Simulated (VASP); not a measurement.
# Hf (Fd-3m) in VASP: a series of runs, part 2 of 2

VASP 6.6.1. Earlier steps stand in the parts before.

**4. Single point, BLYP**

This run uses another cell than the first one, of 37.42 Å³/atom, 0.893 times its volume.

The input, INCAR:

```
SYSTEM = Hf
PREC = Accurate ; ENCUT = 520
EDIFF = 1E-6 ; ISMEAR = -1
SIGMA = 0.1 ; LREAL = .FALSE.
LASPH = .TRUE. ; NELM = 60
ALGO = Normal ; ISIF = 2
LWAVE = .FALSE. ; LCHARG = .FALSE.
GGA = B5 ; ALDAX = 1.0
AGGAX = 1.0 ; AGGAC = 1.0
ALDAC = 0.0 ; NBANDS = 17
```

The input, KPOINTS:

```
Automatic mesh
0
G
  13 13 13
  0 0 0
```

The input, POSCAR:

```
Hf
1.0
    0.0000000000      3.3446514707      3.3446514707
    3.3446514707      0.0000000000      3.3446514707
    3.3446514707      3.3446514707      0.0000000000
Hf
2
Direct
    0.1250000000      0.1250000000      0.1250000000
    0.8750000000      0.8750000000      0.8750000000
```

Potentials or basis: VASP PAW PBE potentials, release 64 (Hf_pv).

Command:

```sh
$ cat potpaw_PBE.64/Hf_pv/POTCAR > POTCAR
$ mpirun -np 1 vasp_std > vasp.out
```

OUTCAR:

```text
SYSTEM = Hf
   PREC = Accurate
   ENCUT = 520
   EDIFF = 1E-6
   ISMEAR = -1
   LREAL = .FALSE.
   LASPH = .TRUE.
   NELM = 60
   ISIF = 2
   GGA = B5

 ion  position               nearest neighbor table
   1  0.125  0.125  0.125-   2 2.90   2 2.90   2 2.90   2 2.90
   2  0.875  0.875  0.875-   1 2.90   1 2.90   1 2.90   1 2.90

  LATTYP: Found a face centered cubic cell.
 ALAT       =     6.6893029414

  Lattice vectors:

 A1 = (   0.0000000000,   3.3446514707,   3.3446514707)
 A2 = (   3.3446514707,   0.0000000000,   3.3446514707)
 A3 = (   3.3446514707,   3.3446514707,   0.0000000000)

Analysis of symmetry for initial positions (statically):
=====================================================================
 Subroutine PRICEL returns:
 Original cell was already a primitive cell.

 Routine SETGRP: Setting up the symmetry group for a
 face centered cubic supercell.

 Subroutine GETGRP returns: Found 48 space group operations
 (whereof 12 operations were pure point group operations)
 out of a pool of 48 trial point group operations.

[... 156 lines left out ...]
  ---------------------------------------------------
  ext. energy  EPLUGINS =         0.00000000
  ---------------------------------------------------
  free energy    TOTEN  =       -12.91405347 eV

  energy without entropy =      -12.74260658  energy(sigma->0) =      -12.82833002

 E-fermi :   1.7693     XC(G=0):  -8.1726

 val. band max:        1.7535954955   @ k =   0.1538   0.1538   0.0000
 cond. band min:       1.7745173330   @ k =  -0.2308   0.2308   0.0769
 fundamental gap:      0.0209218375
 Fermi energy:         1.7693074346

 k-point     1 :       0.0000    0.0000    0.0000
  band No.  band energies     occupation
      1     -29.0772      2.00000
      2     -29.0772      2.00000
      3     -29.0772      2.00000
      4     -28.5871      2.00000
      5     -28.5871      2.00000
      6     -28.5871      2.00000
[... 457 lines left out ...]
      4     -28.6642      2.00000
      5     -28.5220      2.00000
      6     -28.5088      2.00000
[... 9 lines left out ...]
     16       5.7674      0.00000
     17       6.4422      0.00000

 [... further k-points ...]
[... 5 lines left out ...]
  --------------------------------------------------------------------------------------
  -------------------------------------------------------------------------------------
  Total       -0.0460466     -0.0460466     -0.0460466      0.0000000      0.0000000      0.0000000
  in kB       -0.9858838     -0.9858838     -0.9858838      0.0000000      0.0000000      0.0000000
  external PRESSURE =      -0.9858838 kB  Pullay stress =       0.0000000 kB

 VOLUME and BASIS-vectors are now :
 -----------------------------------------------------------------------------
  energy-cutoff  :      520.00
  volume of cell :       74.83
      direct lattice vectors                 reciprocal lattice vectors
     0.000000000  3.344651471  3.344651471    -0.149492407  0.149492407  0.149492407
     3.344651471  0.000000000  3.344651471     0.149492407 -0.149492407  0.149492407
     3.344651471  3.344651471  0.000000000     0.149492407  0.149492407 -0.149492407

 POSITION                                       TOTAL-FORCE (eV/Angst)
 -----------------------------------------------------------------------------------
      0.83616      0.83616      0.83616        -0.000000     -0.000000     -0.000000
      5.85314      5.85314      5.85314         0.000000      0.000000      0.000000
 -----------------------------------------------------------------------------------
    total drift:                                0.000000      0.000000      0.000000

  FREE ENERGIE OF THE ION-ELECTRON SYSTEM (eV)
  ---------------------------------------------------
  free  energy   TOTEN  =       -12.9140534658 eV

  energy  without entropy=      -12.7426065752  energy(sigma->0) =      -12.82833002
```

stdout:

```text
POSCAR found type information on POSCAR Hf
 POSCAR found :  1 types and       2 ions
 scaLAPACK will be used
 -----------------------------------------------------------------------------
|                                                                             |
|                                                                             |
|     You enforced a specific xc type in the INCAR file but a different       |
|     I HOPE YOU KNOW WHAT YOU ARE DOING!                                     |
|                                                                             |
 -----------------------------------------------------------------------------

 LDA part: xc-table for (Slater(with rela. corr.)+VWN5), standard interpolation
 POSCAR, INCAR and KPOINTS ok, starting setup
 FFT: planning ... GRIDC
 FFT: planning ... GRID_SOFT
 FFT: planning ... GRID
 WAVECAR not read
 entering main loop
```

It took 69 s on 1 thread of Intel Xeon Platinum 8259CL at 2.50GHz (Skylake/Cascade Lake), shared host; peak memory 0.25 GiB.

Results:

```
Free energy            : -12.9141 eV
Pressure               : -0.1 GPa
Band gap on the k mesh : zero (band 10 reaches 2.07 eV, above the bottom of band 11 at 1.47 eV)
```

Levels at points of the mesh, in eV from the Fermi level:
```csv
k point,band 8,band 9,band 10,band 11,band 12,band 13
"(0.00, 0.00, 0.00)",-0.24,-0.24,0.13,0.13,0.13,1.91
```

Caveat: the PAW data sets were made with another functional, which shifts forces and pressure a little; spin-orbit coupling is left out, which moves the levels of the heavy elements.

**5. Overview**

```csv
task,cell,k mesh,cutoff (eV),gap on the mesh (eV),pressure (GPa)
single point,"a = 4.912 Å, angles 60.0°, 2 atoms",9 × 9 × 9,520,none,-2.8
relaxation of cell and atoms,"relaxed from a = 4.405 Å, angles 60.0°, 2 atoms",9 × 9 × 9,600,none,0.0
single point,"a = 4.730 Å, angles 60.0°, 2 atoms",13 × 13 × 13,520,none,-0.1
```

Alike in all rows: level BLYP; potentials or basis VASP PAW PBE potentials, release 64 (Hf_pv); no spin polarisation; smearing fermi-dirac 0.1 eV.

Caveats: the PAW data sets were made with another functional, which shifts forces and pressure a little; spin-orbit coupling is left out, which moves the levels of the heavy elements; the volume moved by over 15 % at a fixed basis, so the end points are rough (some runs).

Total energies depend on the potentials used, so only differences within one code and one set of settings carry meaning.
